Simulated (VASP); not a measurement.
Wanted: the native input for a VASP 6.6.1 run.

| Item | Value |
| --- | --- |
| Task | single point |
| Functional | LDA |
| Potentials or basis | VASP PAW LDA potentials, release 64 (Hf_pv) |
| Cutoff | 520 eV |
| k mesh | 18 × 18 × 18 |
| Occupations | gaussian, width 0.15 eV |
| Spin | no spin polarisation |
| Dipole correction | no |
| Further INCAR settings | ALGO = Fast; EDIFF = 1e-06; NBANDS = 11 |

The structure of Hf lies in POSCAR:

```
Hf
1.0
    0.0000000000      2.2671423519      2.1799445691
    2.0927467863      0.0000000000      2.1799445691
    2.0927467863      2.2671423519      0.0000000000
Hf
1
Direct
    0.0000000000      0.0000000000      0.0000000000
```

This cell differs from its parent crystal: strain +e along x and -e along y -0.0400, strain +e along z and -e/2 along x and y +0.0000.

These files were run (other wordings do the same):

INCAR

```
SYSTEM = Hf
PREC = Accurate
ENCUT = 520
EDIFF = 1E-6
ISMEAR = 0
SIGMA = 0.15
LREAL = .False.
LASPH = .True.
NELM = 60
ALGO = Fast
ISIF = 2
LWAVE = .False.
LCHARG = .False.
GGA = CA
NBANDS = 11
```

KPOINTS

```
Automatic mesh
0
Gamma
  18 18 18
  0 0 0
```

Potentials or basis: VASP PAW LDA potentials, release 64 (Hf_pv).

Run with:

```sh
$ cat potpaw_LDA.64/Hf_pv/POTCAR > POTCAR
$ mpirun -np 1 vasp_std > vasp.out
```

It gave:

| Property | Result |
| --- | --- |
| Pressure | 0.2 GPa |
| Band gap on the k mesh | zero (bands 5 and 6 overlap by 1.87 eV) |

Caveat: the cell differs from its parent crystal (strain +e along x and -e along y -0.0400, strain +e along z and -e/2 along x and y +0.0000); spin-orbit coupling is left out, which moves the levels of the heavy elements.

It took 2.3 min on 1 thread of Intel Xeon 8259CL, on a shared host, peak memory 0.26 GiB.
